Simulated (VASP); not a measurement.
# Cd3Te2Se (P3m1) in VASP: single point with PBE

Aim: the single point of Cd3Te2Se with PBE.

Program: VASP 6.6.1. These are calculated values, not measurements. Logs are shortened: lines on timing, memory, paths and dates and some standing lists are left out, and cuts for length are marked.

### 1 The cell of the first run

It takes space group P3m1 (No. 156, trigonal). The conventional cell has a = 4.583 Å, b = 4.583 Å, c = 11.219 Å, α = 90.00°, β = 90.00°, γ = 120.00°. Cd (site symmetry 3m) has 4 Te at 2.84 to 2.85 Å within 3.7 Å. Cd (site symmetry 3m) has 1 Se at 2.68 Å and 3 Te at 2.84 Å within 3.5 Å. Cd (site symmetry 3m) has 3 Se at 2.76 Å and 1 Te at 2.87 Å within 3.6 Å. Te (site symmetry 3m) has 4 Cd at 2.84 to 2.85 Å within 3.7 Å. Te (site symmetry 3m) has 4 Cd at 2.84 to 2.87 Å within 3.7 Å. Within 3.5 Å of Se (site symmetry 3m) lie 4 Cd at 2.68 to 2.76 Å.

### 2 Single point, PBE

File INCAR:

```
ALGO = Normal
EDIFF = 1E-6
ENCUT = 520
GGA = PE
ISIF = 2
ISMEAR = 0
LASPH = True
LCHARG = False
LREAL = False
LWAVE = False
NBANDS = 66
NELM = 80
PREC = Accurate
SIGMA = 0.2
```

File KPOINTS:

```
k-points
0
Gamma
  6 4 2
```

File POSCAR:

```
Cd3Te2Se
1.0
    2.2913999152     -3.9688211314      0.0000000000
   -6.8741998457     -3.9688210736      0.0000000000
    0.0000000000      0.0000000000    -11.2191139000
Cd Te Se
6 4 2
Direct
    0.0000000000      0.0000000000      0.0005450000
    0.5000000000      0.5000000000      0.0005450000
    0.5000000000      0.8333333333      0.3461430000
    0.0000000000      0.3333333333      0.3461430000
    0.0000000000      0.6666666667      0.6538530000
    0.5000000000      0.1666666667      0.6538530000
    0.0000000000      0.0000000000      0.2548880000
    0.5000000000      0.5000000000      0.2548880000
    0.0000000000      0.6666666667      0.9092990000
    0.5000000000      0.1666666667      0.9092990000
    0.5000000000      0.8333333333      0.5852730000
    0.0000000000      0.3333333333      0.5852730000
```

Potentials or basis: VASP PAW PBE potentials, release 64 (Cd, Te, Se).

Started as:

```sh
$ cat potpaw_PBE.64/Cd/POTCAR potpaw_PBE.64/Te/POTCAR potpaw_PBE.64/Se/POTCAR > POTCAR
$ mpirun -np 1 vasp_std > vasp.out
```

OUTCAR:

```text
EDIFF = 1E-6
   ENCUT = 520
   GGA = PE
   ISIF = 2
   ISMEAR = 0
   LASPH = True
   LREAL = False
   NELM = 80
   PREC = Accurate

 ion  position               nearest neighbor table
   1  0.000  0.000  0.001-   9 2.84  10 2.84  10 2.84   7 2.85
   2  0.500  0.500  0.001-  10 2.84   9 2.84   9 2.84   8 2.85
   3  0.500  0.833  0.346-  11 2.68   8 2.84   7 2.84   7 2.84
   4  0.000  0.333  0.346-  12 2.68   7 2.84   8 2.84   8 2.84
   5  0.000  0.667  0.654-  11 2.76  11 2.76  12 2.76   9 2.87
   6  0.500  0.167  0.654-  12 2.76  12 2.76  11 2.76  10 2.87
   7  0.000  0.000  0.255-   4 2.84   3 2.84   3 2.84   1 2.85
   8  0.500  0.500  0.255-   3 2.84   4 2.84   4 2.84   2 2.85
   9  0.000  0.667  0.909-   1 2.84   2 2.84   2 2.84   5 2.87
  10  0.500  0.167  0.909-   2 2.84   1 2.84   1 2.84   6 2.87
  11  0.500  0.833  0.585-   3 2.68   5 2.76   5 2.76   6 2.76
  12  0.000  0.333  0.585-   4 2.68   6 2.76   6 2.76   5 2.76

  LATTYP: Found a simple orthorhombic cell.
 ALAT       =     4.5827998805
 B/A-ratio  =     1.7320508076
 C/A-ratio  =     2.4480916018

  Lattice vectors:

 A1 = (   2.2913999152,  -3.9688211314,   0.0000000000)
 A2 = (  -6.8741998457,  -3.9688210736,   0.0000000000)
 A3 = (   0.0000000000,   0.0000000000, -11.2191139000)

Analysis of symmetry for initial positions (statically):
=====================================================================
 Subroutine PRICEL returns following result:

  LATTYP: Found a hexagonal cell.
 ALAT       =     4.5827998805
 C/A-ratio  =     2.4480916018

  Lattice vectors:

 A1 = (  -2.2913999152,   3.9688211314,   0.0000000000)
 A2 = (   4.5827998805,  -0.0000000289,   0.0000000000)
 A3 = (   0.0000000000,   0.0000000000, -11.2191139000)

   2 primitive cells build up your supercell.

 Routine SETGRP: Setting up the symmetry group for a
 simple orthorhombic supercell.

 Subroutine GETGRP returns: Found  2 space group operations
 (whereof  2 operations were pure point group operations)
 out of a pool of  8 trial point group operations.

The static configuration has the point symmetry C_1h.

Analysis of symmetry for dynamics (positions and initial velocities):
=====================================================================
 Subroutine PRICEL returns following result:

  LATTYP: Found a hexagonal cell.
 ALAT       =     4.5827998805
 C/A-ratio  =     2.4480916018

  Lattice vectors:

 A1 = (  -2.2913999152,   3.9688211314,   0.0000000000)
 A2 = (   4.5827998805,  -0.0000000289,   0.0000000000)
 A3 = (   0.0000000000,   0.0000000000, -11.2191139000)

   2 primitive cells build up your supercell.

 Routine SETGRP: Setting up the symmetry group for a
 simple orthorhombic supercell.

 Subroutine GETGRP returns: Found  2 space group operations
 (whereof  2 operations were pure point group operations)
 out of a pool of  8 trial point group operations.

The dynamic configuration has the point symmetry C_1h.

 Subroutine INISYM returns: Found  2 space group operations
 (whereof  2 operations are pure point group operations),
 and found     2 'primitive' translations

----------------------------------------------------------------------------------------

                                     Primitive cell

  volume of cell :     204.0568

  direct lattice vectors                    reciprocal lattice vectors
    -2.291399915  3.968821131  0.000000000     0.000000002  0.251963989  0.000000000
     4.582799880 -0.000000029  0.000000000     0.218207216  0.125981993  0.000000000
     0.000000000  0.000000000-11.219113900     0.000000000  0.000000000 -0.089133599

  length of vectors
     4.582799880  4.582799880 11.219113900     0.251963989  0.251963989  0.089133599

  position of ions in fractional coordinates (direct lattice)
     0.000000000  0.000000000  0.000545000
     0.666666667  0.333333333  0.346143000
     0.333333333  0.666666667  0.653853000
     0.000000000  0.000000000  0.254888000
     0.333333333  0.666666667  0.909299000
     0.666666667  0.333333333  0.585273000

  ion indices of the primitive-cell ions
   primitive index   ion index
                 1           1
                 2           4
                 3           5
                 4           7
                 5           9
                 6          12

----------------------------------------------------------------------------------------

 KPOINTS: k-points

Automatic generation of k-mesh.
 Grid dimensions read from file:
 generate k-points for:    6    4    2

 Generating k-lattice:

  Cartesian coordinates                     Fractional coordinates (reciprocal lattice)
     0.018183934 -0.031495499  0.000000000     0.166666667  0.000000000  0.000000000
    -0.027275902 -0.015747749  0.000000000    -0.000000000  0.250000000  0.000000000
     0.000000000  0.000000000 -0.044566800     0.000000000  0.000000000  0.500000000

  Length of vectors
     0.036367869  0.031495499  0.044566800

  Shift w.r.t. Gamma in fractional coordinates (k-lattice)
     0.000000000  0.000000000  0.000000000

 Subroutine IBZKPT returns following result:
 ===========================================

 Found     24 irreducible k-points:

 Following reciprocal coordinates:
            Coordinates               Weight
  0.000000  0.000000  0.000000      1.000000
  0.166667 -0.000000  0.000000      2.000000
  0.333333  0.000000  0.000000      2.000000
  0.500000  0.000000  0.000000      1.000000
 -0.000000  0.250000  0.000000      2.000000
  0.166667  0.250000  0.000000      4.000000
[... 16 lines left out ...]
  0.333333  0.500000  0.500000      2.000000
  0.500000  0.500000  0.500000      1.000000
   k-points           NKPTS =     24   k-points in BZ     NKDIM =     24   number of bands    NBANDS=     66
   number of dos      NEDOS =    301   number of ions     NIONS =     12
   total plane-waves  NPLWV = 181440
   dimension x,y,z NGX =    36 NGY =   60 NGZ =   84
   dimension x,y,z NGXF=    72 NGYF=  120 NGZF=  168
   ions per type =               6   4   2
   NGX,Y,Z   is equivalent  to a cutoff of  13.06, 12.57, 12.45 a.u.
   NGXF,Y,Z  is equivalent  to a cutoff of  26.12, 25.13, 24.89 a.u.
 SYSTEM =  unknown system
   PREC   = accura    normal or accurate (medium, high low for compatibility)
   ISTART =      0    job   : 0-new  1-cont  2-samecut
   ICHARG =      2    charge: 1-file 2-atom 10-const
   ISPIN  =      1    spin polarized calculation?
   LNONCOLLINEAR =      F non collinear calculations
   LSORBIT =      F    spin-orbit coupling
   LASPH  =      T    aspherical Exc in radial PAW
   ENCUT  =  520.0 eV  38.22 Ry    6.18 a.u.   8.52 14.76 20.86*2*pi/ulx,y,z
   NELM   =     80;   NELMIN=  2; NELMDL= -5     # of ELM steps
   EDIFF  = 0.1E-05   stopping-criterion for ELM
   LREAL  =      F    real-space projection
   EDIFFG = 0.1E-04   stopping-criterion for IOM
   NSW    =      0    number of steps for IOM
   IBRION =     -1    ionic relax: 0-MD 1-quasi-New 2-CG
   NFREE  =      0    steps in history (QN), initial steepest desc. (CG)
   ISIF   =      2    stress and relaxation
   ISYM   =      2    0-nonsym 1-usesym 2-fastsym
   POTIM  = 0.5000    time-step for ionic-motion
   TEBEG  =    0.0;   TEEND  =   0.0 temperature during run
   PSTRESS=    0.0 pullay stress
   NELECT =     108.0000    total number of electrons
   NUPDOWN=      -1.0000    fix difference up-down
   EMIN   =  10.00;   EMAX   =-10.00  energy-range for DOS
   EFERMI =   0.00;   METHOD = LEGACY
   ISMEAR =     0;   SIGMA  =   0.20  broadening in eV -4-tet -1-fermi 0-gaus
   EFERMI_NEDOS =   21; number of points for ismear=-14 and -15
   IALGO  =     38    algorithm
   IMIX   =      4    mixing-type and parameters
     AMIX     =   0.40;   BMIX     =  1.00
     AMIX_MAG =   1.60;   BMIX_MAG =  1.00
  volume/ion in A,a.u.               =      34.01       229.51
  Fermi-wavevector in a.u.,A,eV,Ry     =   1.051048  1.986192 15.030373  1.104701
  Thomas-Fermi vector in A             =   2.186075
   LORBIT       =      0    0 simple, 1 ext, 2 COOP (PROOUT), +10 PAW based schemes
   GGA     = PE    functional components
   LHFCALC =     F    Hartree Fock is set to
   AEXX    =    0.0000 exact exchange contribution
   IVDW    =     0    specifies the selected vdW correction
   LEPSILON=     F    determine dielectric tensor
   LRPA    =     F    only Hartree local field effects (RPA)
 non-spin polarized calculation
 Gauss-broadening in eV      SIGMA  =   0.20
  energy-cutoff  :      520.00
  volume of cell :      408.11
 maximum number of plane-waves:     11034
 NGX is ok and might be reduce to    36
   NGX = 17   NGY = 29   NGZ = 41

 number of electron     108.0000020 magnetization

 Free energy of the ion-electron system (eV)
  ---------------------------------------------------
  ext. energy  EPLUGINS =         0.00000000
  ---------------------------------------------------
  free energy    TOTEN  =       -30.06544937 eV

  energy without entropy =      -30.05960761  energy(sigma->0) =      -30.06252849

 E-fermi :   1.7523     XC(G=0):  -8.4160

 val. band max:        1.5714147889   @ k =   0.0000   0.0000   0.0000
 cond. band min:       1.8211622671   @ k =   0.0000   0.0000   0.0000
 fundamental gap:      0.2497474782
 Fermi energy:         1.7522514141

 k-point     1 :       0.0000    0.0000    0.0000
  band No.  band energies     occupation
      1     -10.8311      2.00000
      2     -10.6621      2.00000
      3      -9.2591      2.00000
      4      -9.0916      2.00000
      5      -8.9565      2.00000
      6      -8.9025      2.00000
[... 58 lines left out ...]
     65       6.4471      0.00000
     66       6.6238      0.00000

 k-point     2 :       0.1667   -0.0000    0.0000
  band No.  band energies     occupation
      1     -10.7988      2.00000
      2     -10.6528      2.00000
      3      -9.2037      2.00000
      4      -9.0519      2.00000
      5      -8.9361      2.00000
      6      -8.8968      2.00000
[... 1576 lines left out ...]
     65       6.9821      0.00000
     66       6.9919      0.00000

------------------------ aborting loop because EDIFF is reached ----------------------------------------

  FORCE on cell =-STRESS in cart. coord.  units (eV):
  Direction    XX          YY          ZZ          XY          YZ          ZX
  --------------------------------------------------------------------------------------
  -------------------------------------------------------------------------------------
  Total        0.3433670      0.3722478      0.3662342     -0.0250115      0.0007959      0.0013785
  in kB        1.3479946      1.4613751      1.4377670     -0.0981904      0.0031245      0.0054117
  external PRESSURE =       1.4157122 kB  Pullay stress =       0.0000000 kB

 VOLUME and BASIS-vectors are now :
 -----------------------------------------------------------------------------
  energy-cutoff  :      520.00
  volume of cell :      408.11
      direct lattice vectors                 reciprocal lattice vectors
     2.291399915 -3.968821131  0.000000000     0.109103606 -0.188972992  0.000000000
    -6.874199846 -3.968821074  0.000000000    -0.109103608 -0.062990997  0.000000000
     0.000000000  0.000000000-11.219113900     0.000000000  0.000000000 -0.089133599

 POSITION                                       TOTAL-FORCE (eV/Angst)
 -----------------------------------------------------------------------------------
      0.00000      0.00000     -0.00611         0.000850      0.000491     -0.003684
     -2.29140     -3.96882     -0.00611         0.000850      0.000491     -0.003684
     -4.58280     -5.29176     -3.88342         0.000895      0.000517      0.003648
     -2.29140     -1.32294     -3.88342         0.000895      0.000517      0.003648
     -4.58280     -2.64588     -7.33565         0.000397      0.000229      0.000583
     -0.00000     -2.64588     -7.33565         0.000397      0.000229      0.000583
      0.00000      0.00000     -2.85962        -0.000837     -0.000483      0.006482
     -2.29140     -3.96882     -2.85962        -0.000837     -0.000483      0.006482
     -4.58280     -2.64588    -10.20153        -0.000846     -0.000489      0.001115
     -0.00000     -2.64588    -10.20153        -0.000846     -0.000489      0.001115
     -4.58280     -5.29176     -6.56624        -0.000459     -0.000265     -0.008144
     -2.29140     -1.32294     -6.56624        -0.000459     -0.000265     -0.008144
 -----------------------------------------------------------------------------------
    total drift:                                0.000039      0.000022      0.000055

  FREE ENERGIE OF THE ION-ELECTRON SYSTEM (eV)
  ---------------------------------------------------
  free  energy   TOTEN  =       -30.0654493686 eV

  energy  without entropy=      -30.0596076115  energy(sigma->0) =      -30.06252849
```

It took 10 min on 1 thread of Intel Xeon Platinum 8488C (Sapphire Rapids), shared host; peak memory 0.78 GiB.

Results:

```yaml
Free_energy: -30.0654 eV
Pressure: 0.1 GPa
Largest_force: 0.008 eV/Å
Band_gap_on_the_k_mesh: 0.25 eV
```

Forces on the atoms (eV/Å):
```
Cd   0.001  0.000 -0.004
Cd   0.001  0.000 -0.004
Cd   0.001  0.001  0.004
Cd   0.001  0.001  0.004
Cd   0.000  0.000  0.001
Cd   0.000  0.000  0.001
Te  -0.001  0.000  0.006
Te  -0.001  0.000  0.006
Te  -0.001  0.000  0.001
Te  -0.001  0.000  0.001
Se   0.000  0.000 -0.008
Se   0.000  0.000 -0.008
```

Levels at points of the mesh, in eV from the valence-band top:
```csv
k point,band 50,band 51,band 52,band 53,band 54,band 55,band 56,band 57,band 58,band 59
"(0.00, 0.00, 0.00)",-0.42,-0.42,-0.20,0.00,0.00,0.25,1.81,2.15,2.48,2.74
"(0.50, 0.00, 0.00)",-1.58,-1.48,-1.48,-0.84,-0.84,2.98,2.98,3.21,3.21,3.26
"(0.00, 0.50, 0.00)",-0.82,-0.61,-0.61,-0.50,-0.50,1.93,1.93,2.92,2.92,3.22
"(0.50, 0.50, 0.00)",-1.55,-1.17,-1.17,-0.91,-0.91,2.48,2.48,2.74,2.74,2.82
"(0.00, 0.00, 0.50)",-0.74,-0.33,-0.33,-0.08,-0.08,1.14,1.75,1.87,2.05,2.84
"(0.50, 0.00, 0.50)",-1.71,-1.33,-1.33,-1.16,-1.16,3.01,3.01,3.06,3.06,3.98
"(0.00, 0.50, 0.50)",-0.94,-0.93,-0.93,-0.41,-0.41,2.04,2.04,2.72,2.72,3.16
"(0.50, 0.50, 0.50)",-1.39,-0.83,-0.83,-0.74,-0.74,1.75,1.75,2.84,2.84,3.04
```

Caveat: semilocal functionals underestimate gaps, and a narrow one can read as zero; spin-orbit coupling is left out, which moves the levels of the heavy elements.
